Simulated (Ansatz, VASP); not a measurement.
# Al12H in VASP and in Ansatz

Contents of INCAR:

```
ALGO = Normal
DIPOL = 0.5 0.5 0.302
EDIFF = 1E-6
ENCUT = 520
GGA = PE
IDIPOL = 3
ISIF = 2
ISMEAR = 0
ISPIN = 2
LASPH = T
LCHARG = F
LDIPOL = T
LORBIT = 11
LREAL = F
LWAVE = F
MAGMOM = 0 0 0 0 0 0 0 0 0 0 0 0 1
NBANDS = 34
NELM = 150
PREC = Accurate
SIGMA = 0.1
```

File KPOINTS:

```
k-points
0
Gamma
  6 6 1
```

The input POSCAR:

```
Al12H
1.0
    5.7135165838      0.0000000000      0.0000000000
   -2.8567582919      4.9480505065      0.0000000000
    0.0000000000      0.0000000000     21.6013781936
Al H
12 1
Direct
    0.3333333333      0.1666666667      0.1851733702
    0.3333333333      0.6666666667      0.1851733702
    0.8333333333      0.1666666667      0.1851733702
    0.8333333333      0.6666666667      0.1851733702
    0.1666666667      0.3333333333      0.2916813828
    0.1666666667      0.8333333333      0.2916813828
    0.6666666667      0.3333333333      0.2916813828
    0.6666666667      0.8333333333      0.2916813828
    0.0000000000      0.0000000000      0.3981865470
    0.0000000000      0.5000000000      0.3981865470
    0.5000000000      0.0000000000      0.3981865470
    0.5000000000      0.5000000000      0.3981865470
    0.3333333333     -0.3333333333      0.4301289534
```

Input for Ansatz:

```yaml
crystal:
  lattice:
    - [5.7135165838, 0.0, 0.0]
    - [-2.8567582919, 4.9480505065, 0.0]
    - [0.0, 0.0, 21.6013781936]
  atoms:
    - { symbol: Al, position: [0.3333333333, 0.1666666667, 0.1851733702] }
    - { symbol: Al, position: [0.3333333333, 0.6666666667, 0.1851733702] }
    - { symbol: Al, position: [0.8333333333, 0.1666666667, 0.1851733702] }
    - { symbol: Al, position: [0.8333333333, 0.6666666667, 0.1851733702] }
    - { symbol: Al, position: [0.1666666667, 0.3333333333, 0.2916813828] }
    - { symbol: Al, position: [0.1666666667, 0.8333333333, 0.2916813828] }
    - { symbol: Al, position: [0.6666666667, 0.3333333333, 0.2916813828] }
    - { symbol: Al, position: [0.6666666667, 0.8333333333, 0.2916813828] }
    - { symbol: Al, position: [0.0, 0.0, 0.398186547] }
    - { symbol: Al, position: [0.0, 0.5, 0.398186547] }
    - { symbol: Al, position: [0.5, 0.0, 0.398186547] }
    - { symbol: Al, position: [0.5, 0.5, 0.398186547] }
    - { symbol: H, position: [0.3333333333, -0.3333333333, 0.4301289534], spin: 1.0 }
basis:
  ecutwfc: 420
kpoints:
  mp_grid: { grid: [6, 6, 1] }
hamiltonian:
  xc: pbe
  pseudopotentials: { kind: paw, azcp: { folder: soft_1 } }
scf:
  occupations: { method: gaussian, width: 0.1 }
output:
  forces: true
  eigenvalues: true
  populations: true
magnetization:
  spin_polarized: true
efield:
  axis: 3
  dipole_correction: true
  ramp_width: 0.04
```

Alike in both runs: task single point; functional PBE; k mesh 6 × 6 × 1; occupations gaussian, width 0.1 eV; collinear spin.

```csv
,VASP,Ansatz
version,VASP 6.6.1,Ansatz 0.2.0
potentials or method,"VASP PAW PBE potentials, release 64 (Al, H), cutoff 520 eV","scalar-relativistic, plane waves, PAW"
valence electrons in the cell,37,37
```

```tsv
	VASP	Ansatz	Ansatz less VASP
gap on the k mesh at the Fermi level (eV)	none	none	-
rms of the force components (eV/Å)	0.261	0.261	+0.0004
net moment per atom (μB)	0.00	0.00	0.000
```

Atom by atom the forces differ by 0.001 eV/Å (rms over components). A gap of «none» marks a metal or a gap that the smearing closes. Ansatz's warnings: seeded moment not kept.
